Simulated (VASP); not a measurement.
ZnS: dielectric tensor with r2SCAN

Crystal: ZnS.

```
Zn S
1.0
     3.76740    0.00000    0.00000
    -1.88370    3.26266    0.00000
     0.00000    0.00000    6.18155
Zn S
2 2
Direct
  0.33333 0.66667 0.00047
  0.66667 0.33333 0.50047
  0.33333 0.66667 0.37453
  0.66667 0.33333 0.87453
```

This cell differs from its parent crystal: strain -1.0%.

```
Program                : VASP 6.6.1
Task                   : dielectric tensor
Functional             : r2SCAN
Potentials or basis    : VASP PAW PBE potentials, release 64 (Zn, S)
Cutoff                 : 520 eV
k mesh                 : 6 × 6 × 4
Occupations            : gaussian, width 0.01 eV
Spin                   : no spin polarisation
Dipole correction      : no
Further INCAR settings : ALGO = Normal; EDIFF = 1e-08
```

| Item | Value |
| --- | --- |
| Band gap on the k mesh | 2.94 eV |
| Electronic dielectric tensor (diagonal) | 5.28, 5.28, 5.42 |
| Born charges (mean of the diagonal) | Zn +1.93; S -1.93 e |

Levels at points of the mesh, in eV from the valence-band top:
```tsv
k point	band 16	band 17	band 18	band 19	band 20	band 21
(0.00, 0.00, 0.00)	-0.09	0.00	0.00	2.94	3.68	6.77
(0.50, 0.00, 0.00)	-2.43	-1.82	-0.96	4.01	4.86	5.42
(0.00, 0.00, 0.50)	-0.51	-0.51	-0.51	4.20	4.20	7.24
(0.50, 0.00, 0.50)	-1.76	-1.75	-1.75	3.96	3.96	5.63
```

Electronic dielectric tensor:
```
5.28 0.00 0.00
0.00 5.28 0.00
0.00 0.00 5.42
```

Born effective charge tensors (e):
atom 1, Zn
```
1.90 0.00 0.00
0.00 1.90 0.00
0.00 0.00 1.99
```
atom 2, Zn
```
1.90 0.00 0.00
0.00 1.90 0.00
0.00 0.00 1.99
```
atom 3, S
```
-1.90  0.00  0.00
 0.00 -1.90  0.00
 0.00  0.00 -1.99
```
atom 4, S
```
-1.90  0.00  0.00
 0.00 -1.90  0.00
 0.00  0.00 -1.99
```

Dipole moments of the cell (e·Å, modulo the quantum): ionic 0.000, 0.000, -27.782; electronic 0.000, 0.000, 6.159

It took 33 min on 1 thread of Intel(R) Xeon(R) 6975P-C (Granite Rapids), on a shared host, peak memory 0.58 GiB.

Caveat: the cell differs from its parent crystal (strain -1.0%).
